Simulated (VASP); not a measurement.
# SnO in VASP: single point with PBE+D3(BJ)

Aim: the single point of SnO with PBE+D3(BJ).

Everything below comes from runs of VASP 6.6.1. Logs are shortened: lines on timing, memory, paths and dates and some standing lists are left out, and cuts for length are marked.

## 1. The cell of the first run

The cell holds a slab with vacuum, 8 atoms: a = 3.820 Å, b = 3.820 Å, c = 22.226 Å, α = 90.00°, β = 90.00°, γ = 90.00°.

## 2. Single point, PBE+D3(BJ)

INCAR reads:

```
SYSTEM = SnO
ALGO     = Normal         ! electronic algorithm
DIPOL    = 0.5 0.5 0.394
EDIFF    = 1E-6           ! SCF threshold, eV
ENCUT    = 520            ! plane-wave cutoff, eV
GGA      = PE             ! functional
IDIPOL   = 3            
ISIF     = 2              ! what is computed and relaxed
ISMEAR   = 0              ! smearing method
IVDW     = 12             ! dispersion correction
LASPH    = .TRUE.         ! aspherical terms in the spheres
LCHARG   = .FALSE.        ! write CHGCAR
LDIPOL   = .TRUE.       
LREAL    = .FALSE.        ! projectors in reciprocal space
LWAVE    = .FALSE.        ! write WAVECAR
NBANDS   = 50             ! bands
NELM     = 60             ! most SCF steps
PREC     = Accurate       ! precision mode
SIGMA    = 0.05           ! smearing width, eV
```

KPOINTS reads:

```
k-points
0
G
  7 7 1
  0 0 0
```

POSCAR reads:

```
SnO
1.0
    3.8201526160      0.0002954389      0.0000000000
   -0.0003145156      3.8201526145      0.0000000000
    0.0000000000      0.0000000000     22.2260756252
Sn O
4 4
Direct
    0.9999453016      0.9999453016      0.2024648920
    0.4999453016      0.4999453016      0.3087831576
    0.4999453016      0.4999453016      0.4797535108
   -0.0000546984     -0.0000546984      0.5860717765
    0.9999461184      0.4999461184      0.2556240248
    0.4999461184      0.9999461184      0.2556240248
    0.4999461184     -0.0000538816      0.5329126436
   -0.0000538816      0.4999461184      0.5329126436
```

Potentials or basis: VASP PAW PBE potentials, release 64 (Sn_d, O).

Run with:

```
$ cat potpaw_PBE.64/Sn_d/POTCAR potpaw_PBE.64/O/POTCAR > POTCAR
$ mpirun -np 1 vasp_std > vasp.out
```

OUTCAR:

```text
SYSTEM = SnO
   EDIFF = 1E-6
   ENCUT = 520
   GGA = PE
   ISIF = 2
   ISMEAR = 0
   IVDW = 12
   LASPH = .TRUE.
   LREAL = .FALSE.
   NELM = 60
   PREC = Accurate
 IVDW          = 12

 ion  position               nearest neighbor table
   1  1.000  1.000  0.202-   6 2.25   5 2.25   6 2.25   5 2.25   2 3.59   2 3.59   2 3.59   2 3.59

   2  0.500  0.500  0.309-   5 2.25   6 2.25   5 2.25   6 2.25   1 3.59   1 3.59   1 3.59   1 3.59

   3  0.500  0.500  0.480-   8 2.25   7 2.25   8 2.25   7 2.25   4 3.59   4 3.59   4 3.59   4 3.59

   4  1.000  1.000  0.586-   7 2.25   8 2.25   7 2.25   8 2.25   3 3.59   3 3.59   3 3.59   3 3.59

   5  1.000  0.500  0.256-   2 2.25   1 2.25   2 2.25   1 2.25
   6  0.500  1.000  0.256-   1 2.25   2 2.25   1 2.25   2 2.25
   7  0.500  1.000  0.533-   3 2.25   4 2.25   3 2.25   4 2.25
   8  1.000  0.500  0.533-   3 2.25   4 2.25   3 2.25   4 2.25

  LATTYP: Found a simple tetragonal cell.
 ALAT       =     3.8201526274
 C/A-ratio  =     5.8181119429

  Lattice vectors:

 A1 = (   3.8201526160,   0.0002954389,   0.0000000000)
 A2 = (  -0.0003145156,   3.8201526145,   0.0000000000)
 A3 = (   0.0000000000,   0.0000000000,  22.2260756252)

Analysis of symmetry for initial positions (statically):
=====================================================================
 Subroutine PRICEL returns:
 Original cell was already a primitive cell.

 Routine SETGRP: Setting up the symmetry group for a
 simple tetragonal supercell.

 Subroutine GETGRP returns: Found 16 space group operations
 (whereof  2 operations were pure point group operations)
 out of a pool of 16 trial point group operations.

The static configuration has the point symmetry C_1h.
 The point group associated with its full space group is D_4h.

Analysis of symmetry for dynamics (positions and initial velocities):
=====================================================================
 Subroutine PRICEL returns:
 Original cell was already a primitive cell.

 Routine SETGRP: Setting up the symmetry group for a
 simple tetragonal supercell.

 Subroutine GETGRP returns: Found 16 space group operations
 (whereof  2 operations were pure point group operations)
 out of a pool of 16 trial point group operations.

The dynamic configuration has the point symmetry C_1h.
 The point group associated with its full space group is D_4h.

 Subroutine INISYM returns: Found 16 space group operations
 (whereof  2 operations are pure point group operations),
 and found     1 'primitive' translations

----------------------------------------------------------------------------------------

                                     Primitive cell

  volume of cell :     324.3577

  direct lattice vectors                    reciprocal lattice vectors
     3.820152616  0.000295439  0.000000000     0.261769645  0.000021552  0.000000000
    -0.000314516  3.820152614  0.000000000    -0.000020244  0.261769645  0.000000000
     0.000000000  0.000000000 22.226075625     0.000000000  0.000000000  0.044992198

  length of vectors
     3.820152627  3.820152627 22.226075625     0.261769646  0.261769646  0.044992198

  position of ions in fractional coordinates (direct lattice)
     0.999945302  0.999945302  0.202464892
     0.499945302  0.499945302  0.308783158
     0.499945302  0.499945302  0.479753511
     0.999945302  0.999945302  0.586071776
     0.999946118  0.499946118  0.255624025
     0.499946118  0.999946118  0.255624025
     0.499946118  0.999946118  0.532912644
     0.999946118  0.499946118  0.532912644

  ion indices of the primitive-cell ions
   primitive index   ion index
                 1           1
                 2           2
                 3           3
                 4           4
                 5           5
                 6           6
                 7           7
                 8           8

----------------------------------------------------------------------------------------

 KPOINTS: k-points

Automatic generation of k-mesh.
 Grid dimensions read from file:
 generate k-points for:    7    7    1

 Generating k-lattice:

  Cartesian coordinates                     Fractional coordinates (reciprocal lattice)
     0.037395664  0.000003079  0.000000000     0.142857143 -0.000000000  0.000000000
    -0.000002892  0.037395664  0.000000000     0.000000000  0.142857143  0.000000000
     0.000000000  0.000000000  0.044992198     0.000000000  0.000000000  1.000000000

  Length of vectors
     0.037395664  0.037395664  0.044992198

  Shift w.r.t. Gamma in fractional coordinates (k-lattice)
     0.000000000  0.000000000  0.000000000

 Subroutine IBZKPT returns following result:
 ===========================================

 Found     10 irreducible k-points:

 Following reciprocal coordinates:
            Coordinates               Weight
  0.000000  0.000000  0.000000      1.000000
  0.142857  0.000000  0.000000      4.000000
  0.285714  0.000000  0.000000      4.000000
  0.428571  0.000000  0.000000      4.000000
  0.142857  0.142857  0.000000      4.000000
  0.285714  0.142857  0.000000      8.000000
  0.428571  0.142857  0.000000      8.000000
  0.285714  0.285714  0.000000      4.000000
  0.428571  0.285714  0.000000      8.000000
  0.428571  0.428571  0.000000      4.000000
   k-points           NKPTS =     10   k-points in BZ     NKDIM =     10   number of bands    NBANDS=     50
   number of dos      NEDOS =    301   number of ions     NIONS =      8
   total plane-waves  NPLWV = 131712
   dimension x,y,z NGX =    28 NGY =   28 NGZ =  168
   dimension x,y,z NGXF=    56 NGYF=   56 NGZF=  336
   ions per type =               4   4
   NGX,Y,Z   is equivalent  to a cutoff of  12.19, 12.19, 12.57 a.u.
   NGXF,Y,Z  is equivalent  to a cutoff of  24.37, 24.37, 25.13 a.u.
 SYSTEM =  SnO
   PREC   = accura    normal or accurate (medium, high low for compatibility)
   ISTART =      0    job   : 0-new  1-cont  2-samecut
   ICHARG =      2    charge: 1-file 2-atom 10-const
   ISPIN  =      1    spin polarized calculation?
   LNONCOLLINEAR =      F non collinear calculations
   LSORBIT =      F    spin-orbit coupling
   LASPH  =      T    aspherical Exc in radial PAW
   ENCUT  =  520.0 eV  38.22 Ry    6.18 a.u.   7.10  7.10 41.33*2*pi/ulx,y,z
   NELM   =     60;   NELMIN=  2; NELMDL= -5     # of ELM steps
   EDIFF  = 0.1E-05   stopping-criterion for ELM
   LREAL  =      F    real-space projection
   EDIFFG = 0.1E-04   stopping-criterion for IOM
   NSW    =      0    number of steps for IOM
   IBRION =     -1    ionic relax: 0-MD 1-quasi-New 2-CG
   NFREE  =      0    steps in history (QN), initial steepest desc. (CG)
   ISIF   =      2    stress and relaxation
   ISYM   =      2    0-nonsym 1-usesym 2-fastsym
   POTIM  = 0.5000    time-step for ionic-motion
   TEBEG  =    0.0;   TEEND  =   0.0 temperature during run
   PSTRESS=    0.0 pullay stress
   NELECT =      80.0000    total number of electrons
   NUPDOWN=      -1.0000    fix difference up-down
   EMIN   =  10.00;   EMAX   =-10.00  energy-range for DOS
   EFERMI =   0.00;   METHOD = LEGACY
   ISMEAR =     0;   SIGMA  =   0.05  broadening in eV -4-tet -1-fermi 0-gaus
   EFERMI_NEDOS =   21; number of points for ismear=-14 and -15
   IALGO  =     38    algorithm
   IMIX   =      4    mixing-type and parameters
     AMIX     =   0.40;   BMIX     =  1.00
     AMIX_MAG =   1.60;   BMIX_MAG =  1.00
  volume/ion in A,a.u.               =      40.54       273.61
  Fermi-wavevector in a.u.,A,eV,Ry     =   1.026668  1.940121 14.341187  1.054047
  Thomas-Fermi vector in A             =   2.160573
   LORBIT       =      0    0 simple, 1 ext, 2 COOP (PROOUT), +10 PAW based schemes
   GGA     = PE    functional components
   LHFCALC =     F    Hartree Fock is set to
   AEXX    =    0.0000 exact exchange contribution
   IVDW    =    12    specifies the selected vdW correction
   LEPSILON=     F    determine dielectric tensor
   LRPA    =     F    only Hartree local field effects (RPA)
 non-spin polarized calculation
 Gauss-broadening in eV      SIGMA  =   0.05
  energy-cutoff  :      520.00
  volume of cell :      324.36
 maximum number of plane-waves:      8769
   NGX = 15   NGY = 15   NGZ = 83

 dipolmoment           0.000000      0.000000      0.000029 electrons x Angstroem

 number of electron      79.9999969 magnetization

 dipolmoment           0.000000      0.000000     -0.000004 electrons x Angstroem

 Free energy of the ion-electron system (eV)
  ---------------------------------------------------
  ext. energy  EPLUGINS =         0.00000000
  ---------------------------------------------------
  free energy    TOTEN  =       -45.00006933 eV

  energy without entropy =      -45.00006933  energy(sigma->0) =      -45.00006933

 E-fermi :   0.2990     XC(G=0):  -5.2568

 val. band max:       -0.0074760039   @ k =   0.1429   0.1429   0.0000
 cond. band min:       1.9873483380   @ k =   0.4286   0.0000   0.0000
 fundamental gap:      1.9948243419
 Fermi energy:         0.2990094845

 k-point     1 :       0.0000    0.0000    0.0000
  band No.  band energies     occupation
      1     -21.0261      2.00000
      2     -21.0258      2.00000
      3     -20.6658      2.00000
      4     -20.6655      2.00000
      5     -20.6325      2.00000
      6     -20.6324      2.00000
[... 42 lines left out ...]
     49       5.2923      0.00000
     50       5.2923      0.00000

 k-point     2 :       0.1429    0.0000    0.0000
  band No.  band energies     occupation
      1     -21.0173      2.00000
      2     -21.0169      2.00000
      3     -20.6670      2.00000
      4     -20.6662      2.00000
      5     -20.6338      2.00000
      6     -20.6324      2.00000
[... 416 lines left out ...]
 k-point    10 :       0.4286    0.4286    0.0000
  band No.  band energies     occupation
      1     -20.9698      2.00000
      2     -20.9676      2.00000
      3     -20.9562      2.00000
      4     -20.9538      2.00000
      5     -20.6329      2.00000
      6     -20.6322      2.00000
[... 42 lines left out ...]
     49       5.6838      0.00000
     50       6.0079      0.00000

------------------------ aborting loop because EDIFF is reached ----------------------------------------

 vacuum level on the upper side and lower side of the slab       (xc-potential included)        -0.168        -0.172

 Edisp (eV)   -1.27204

 E8    (eV) :    -0.5620

  FORCE on cell =-STRESS in cart. coord.  units (eV):
  Direction    XX          YY          ZZ          XY          YZ          ZX
  --------------------------------------------------------------------------------------
  -------------------------------------------------------------------------------------
  Total       0.49646     0.49646     1.69806    -0.00000     0.00000     0.00000
  in kB       2.45227     2.45227     8.38764    -0.00001     0.00000     0.00000
  external pressure =        4.43 kB  Pullay stress =        0.00 kB

 VOLUME and BASIS-vectors are now :
 -----------------------------------------------------------------------------
  energy-cutoff  :      520.00
  volume of cell :      324.36
      direct lattice vectors                 reciprocal lattice vectors
     3.820152616  0.000295439  0.000000000     0.261769645  0.000021552  0.000000000
    -0.000314516  3.820152614  0.000000000    -0.000020244  0.261769645  0.000000000
     0.000000000  0.000000000 22.226075625     0.000000000  0.000000000  0.044992198

 POSITION                                       TOTAL-FORCE (eV/Angst)
 -----------------------------------------------------------------------------------
      3.81963      3.82024      4.50000         0.000000     -0.000000     -0.082427
      1.90971      1.91002      6.86304        -0.000000     -0.000000     -0.247443
      1.90971      1.91002     10.66304        -0.000000     -0.000000      0.247443
      3.81963      3.82024     13.02608        -0.000000     -0.000000      0.082427
      3.81979      1.91017      5.68152        -0.000000      0.000000     -0.016819
      1.90956      3.82009      5.68152        -0.000000      0.000000     -0.016819
      1.90956      3.82009     11.84456         0.000000      0.000000      0.016819
      3.81979      1.91017     11.84456         0.000000     -0.000000      0.016819
 -----------------------------------------------------------------------------------
    total drift:                               -0.013976     -0.013978     -0.000173

  FREE ENERGIE OF THE ION-ELECTRON SYSTEM (eV)
  ---------------------------------------------------
  free  energy   TOTEN  =       -46.2721108702 eV

  energy  without entropy=      -46.2721108702  energy(sigma->0) =      -46.27211087

 vacuum level on the upper side and lower side of the slab         4.840         4.841
```

It took 4 min on 1 thread of Intel Xeon Platinum 8488C (Sapphire Rapids), shared host; peak memory 0.39 GiB.

What came out:

* Free energy: -46.2721 eV
* Largest force: 0.247 eV/Å
* Band gap on the k mesh: 1.99 eV, indirect (least direct gap 2.21 eV)
* Dispersion energy per atom: -0.159 eV

Forces on the atoms (eV/Å):
```
Sn   0.000  0.000 -0.082
Sn   0.000  0.000 -0.247
Sn   0.000  0.000  0.247
Sn   0.000  0.000  0.082
O    0.000  0.000 -0.017
O    0.000  0.000 -0.017
O    0.000  0.000  0.017
O    0.000  0.000  0.017
```

Caveat: spin-orbit coupling is left out, which moves the levels of the heavy elements.
